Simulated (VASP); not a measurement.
SnO:

```
Sn O
1.0
     3.73584    0.00000    0.00000
     0.00000    3.73584    0.00000
     0.00000    0.00000    4.78715
Sn O
2 2
Direct
  0.50000 0.00000 0.76463
  0.00000 0.50000 0.23537
  0.00000 0.00000 0.00000
  0.50000 0.50000 0.00000
```

Base run:

```yaml
Program: VASP 6.6.1
Functional: SVWN5
Potentials_or_basis: VASP PAW PBE potentials, release 64 (Sn_d, O)
Cutoff: 520 eV
k_mesh: 7 × 7 × 6
Occupations: fermi-dirac, width 0.05 eV
Spin: no spin polarisation
```

Its results: band gap on the k mesh 0.26 eV (least direct gap 1.96 eV); pressure 3.2 GPa; largest force 0.763 eV/Å.

**Question.** After a change of settings the same cell gave: band gap on the k mesh 0.17 eV (least direct gap 2.04 eV); pressure 10.5 GPa; largest force 1.381 eV/Å. Which change was it?
A. functional from SVWN5 to LDA; potentials or basis from VASP PAW PBE potentials, release 64 (Sn_d, O) to VASP PAW LDA potentials, release 64 (Sn_d, O); cutoff from 520 eV to 600 eV
B. functional from SVWN5 to r2SCAN; cutoff from 520 eV to 660 eV; dispersion from none to rVV10
C. functional from SVWN5 to revPBE; cutoff from 520 eV to 600 eV; dispersion from none to D4
D. functional from SVWN5 to b88 exchange, pbe correlation; cutoff from 520 eV to 600 eV

**Answer.** D.

Caveats: the cell stands under pressure; the PAW data sets were made with another functional, which shifts forces and pressure a little; spin-orbit coupling is left out, which moves the levels of the heavy elements; an odd mesh through Γ misses points on the zone boundary, where band edges can lie.
